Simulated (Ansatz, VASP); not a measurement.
One calculation of NaI, two programs

The input INCAR:

```
ALGO = Normal
EDIFF = 1E-8
ENCUT = 520
ISIF = 2
ISMEAR = -1
LASPH = T
LCHARG = F
LEFG = T
LREAL = F
LWAVE = F
NBANDS = 14
NELM = 100
PREC = Accurate
SIGMA = 0.02
```

KPOINTS

```
k-points
0
Gamma
  8 8 8
```

Contents of POSCAR:

```
NaI
1.0
    0.0000000000      3.2364000000      3.3011280000
    3.2364000000      0.0000000000      3.3011280000
    3.2364000000      3.2364000000      0.0000000000
Na I
1 1
Direct
    0.0000000000      0.0000000000      0.0000000000
    0.5000000000      0.5000000000      0.5000000000
```

Input for Ansatz:

```yaml
crystal:
  lattice:
    - [0.0, 3.2364, 3.301128]
    - [3.2364, 0.0, 3.301128]
    - [3.2364, 3.2364, 0.0]
  atoms:
    - { symbol: Na, position: [0.0, 0.0, 0.0] }
    - { symbol: I, position: [0.5, 0.5, 0.5] }
kpoints:
  mp_grid: { grid: [8, 8, 8] }
scf:
  occupations: { method: fermi_dirac, width: 0.02 }
hamiltonian:
  xc: lda
  pseudopotentials: { kind: all_electron, datasets: crystal }
output:
  forces: true
  stress: true
  eigenvalues: true
  efg: { contact_densities: true }
```

Change from the starting cell: zz strain of +2 %, crystal datasets.

Alike in both runs: task electric field gradients; functional LDA; k mesh 8 × 8 × 8; occupations fermi-dirac, width 0.02 eV; no spin polarisation.

|  | VASP | Ansatz |
| --- | --- | --- |
| version | VASP 6.6.1 | Ansatz 0.2.0 |
| potentials or method | VASP PAW LDA potentials, release 64 (Na_pv, I), cutoff 520 eV | all-electron PAW with datasets made for the crystal, scalar-relativistic |

VASP gave:

| Item | Value |
| --- | --- |
| gap on the k mesh at the Fermi level (eV) | 3.28 |
| pressure (GPa) | -1.8 |
| traceless stress, the component that is largest in VASP (GPa) | -0.21 |
| size of Vzz on the site where it differs most (V/Å²) | 2.6 |

Problem. Which values does Ansatz return?

Solution. gap on the k mesh at the Fermi level (eV): 3.27; pressure (GPa): -1.9; traceless stress, the component that is largest in VASP (GPa): -0.21; size of Vzz on the site where it differs most (V/Å²): 3.1.

LDA's correlation is that of Perdew and Zunger in VASP and of Perdew and Wang (1992) in Ansatz. Ansatz ran all-electron here, and VASP with PAW potentials.

Neither program's run includes spin-orbit coupling.
